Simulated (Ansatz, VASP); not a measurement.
## Two plane-wave programs on Bi2Se3

The input INCAR:

```
PREC     = Accurate       # precision mode
ENCUT    = 520            # plane-wave cutoff, eV
EDIFF    = 1E-7           # SCF threshold, eV
ISMEAR   = -1             # smearing method
SIGMA    = 0.05           # smearing width, eV
LREAL    = False          # projectors in reciprocal space
LASPH    = True           # aspherical terms in the spheres
NELM     = 80             # most SCF steps
ALGO     = Normal         # electronic algorithm
ISIF     = 2              # what is computed and relaxed
LWAVE    = False          # write WAVECAR
LCHARG   = False          # write CHGCAR
GGA      = PE             # functional
NBANDS   = 32             # bands
```

Contents of KPOINTS:

```
Automatic mesh
0
Gamma
  8 8 8
```

Contents of POSCAR:

```
Bi2Se3
1.0
    2.0575968965      1.1879541221      9.4812687632
   -2.0575968965      1.1879541221      9.4812687632
    0.0000000000     -2.3759082442      9.4812687632
Bi Se
2 3
Direct
    0.5992000000      0.5992000000      0.5992000000
    0.4008000000      0.4008000000      0.4008000000
    0.7883000000      0.7883000000      0.7883000000
    0.2117000000      0.2117000000      0.2117000000
    0.0000000000      0.0000000000      0.0000000000
```

File input.yaml:

```yaml
crystal:
  lattice:
    - [2.0575968965, 1.1879541221, 9.4812687632]
    - [-2.0575968965, 1.1879541221, 9.4812687632]
    - [0.0, -2.3759082442, 9.4812687632]
  atoms:
    - { symbol: Bi, position: [0.5992, 0.5992, 0.5992] }
    - { symbol: Bi, position: [0.4008, 0.4008, 0.4008] }
    - { symbol: Se, position: [0.7883, 0.7883, 0.7883] }
    - { symbol: Se, position: [0.2117, 0.2117, 0.2117] }
    - { symbol: Se, position: [0.0, 0.0, 0.0] }
hamiltonian:
  xc: pbe
  pseudopotentials: { kind: paw, core: large }
kpoints:
  mp_grid: { grid: [8, 8, 8] }
scf:
  occupations: { method: fermi_dirac, width: 0.05 }
output:
  forces: true
  stress: true
  eigenvalues: true
```

Alike in both runs: task single point; functional PBE; k mesh 8 × 8 × 8; occupations fermi-dirac, width 0.05 eV; no spin polarisation.

```csv
,VASP,Ansatz
version,VASP 6.6.1,Ansatz 0.2.0
potentials or method,"VASP PAW PBE potentials, release 64 (Bi_d, Se)",Ansatz PAW large core
plane-wave cutoff (eV),520,420
valence electrons in the cell,48,48
```

|  | VASP | Ansatz | Ansatz less VASP |
| --- | --- | --- | --- |
| gap on the k mesh at the Fermi level (eV) | 0.20 | 0.20 | +0.005 |
| least direct gap on the mesh (eV) | 0.20 | 0.20 | +0.005 |
| pressure (GPa) | 4.0 | 4.0 | -0.02 |
| rms of the force components (eV/Å) | 0.149 | 0.144 | -0.0049 |

Atom by atom the forces differ by 0.005 eV/Å (rms over components). With one functional, cell and mesh, what is left measures potentials, basis and numerics.

Neither program's run includes spin-orbit coupling.
